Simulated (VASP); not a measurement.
Write the native input for VASP 6.6.1 that does the following.

```yaml
Task: single point
Functional: r2SCAN
Potentials_or_basis: VASP PAW PBE potentials, release 64 (Mg_sv, O)
Cutoff: 920 eV
k_mesh: 9 × 9 × 8
Occupations: gaussian, width 0.05 eV
Spin: no spin polarisation
Dipole_correction: no
Further_INCAR_settings: ALGO = Normal; EDIFF = 1e-06; NBANDS = 15
```

Crystal: MgO.

```
Mg O
1.0
     2.82785    0.00000    0.00000
    -1.41392    2.44899    0.00000
     0.00000    0.00000    2.67968
Mg O
1 1
Direct
  0.00000 0.00000 0.00000
  0.33333 0.66667 0.50000
```

This cell differs from its parent crystal: strain -0.0375 x Voigt [1, 1, 0, 0, 0, 0].

One way to write it, as run:

POSCAR

```
MgO
1.0
    2.8278451195      0.0000000000      0.0000000000
   -1.4139225598      2.4489857115      0.0000000000
    0.0000000000      0.0000000000      2.6796800000
Mg O
1 1
Direct
    0.0000000000      0.0000000000      0.0000000000
    0.3333333333      0.6666666667      0.5000000000
```

INCAR.step1

```
SYSTEM = MgO
PREC = Accurate
ENCUT = 920
ISMEAR = 0
SIGMA = 0.05
LREAL = .FALSE.
LASPH = .TRUE.
NELM = 120
NBANDS = 15
GGA = PE
ALGO = Normal
EDIFF = 1E-5
LWAVE = .TRUE.
LCHARG = .FALSE.
GGA_COMPAT = .FALSE.
```

INCAR.step2

```
SYSTEM = MgO
PREC = Accurate
ENCUT = 920
EDIFF = 1E-6
ISMEAR = 0
SIGMA = 0.05
LREAL = .FALSE.
LASPH = .TRUE.
NELM = 120
ALGO = Normal
ISIF = 2
LWAVE = .FALSE.
LCHARG = .TRUE.
METAGGA = R2SCAN
LMIXTAU = .TRUE.
LELF = .TRUE.
LVHAR = .TRUE.
NBANDS = 15
ISTART = 1
GGA_COMPAT = .FALSE.
```

KPOINTS

```
Automatic mesh
0
G
  9 9 8
  0 0 0
```

Potentials or basis: VASP PAW PBE potentials, release 64 (Mg_sv, O).

Launch:

```bash
$ cat potpaw_PBE.64/Mg_sv/POTCAR potpaw_PBE.64/O/POTCAR > POTCAR
$ cp INCAR.step1 INCAR
$ mpirun -np 1 vasp_std > vasp.out
$ cp INCAR.step2 INCAR
$ mpirun -np 1 vasp_std > vasp.out
```

Results of the run:

The pressure is 6.4 GPa and the band gap on the k mesh is 4.28 eV (least direct gap 4.75 eV).

Caveat: the cell differs from its parent crystal (strain -0.0375 x Voigt [1, 1, 0, 0, 0, 0]); the stress differs along the axes, from -8 to 14 GPa; the PAW data sets were made with another functional, which shifts forces and pressure a little.

It took 73 s on 1 thread of AMD EPYC 9R45 96-Core Processor (Zen 5) (shared host), peak memory 0.15 GiB.
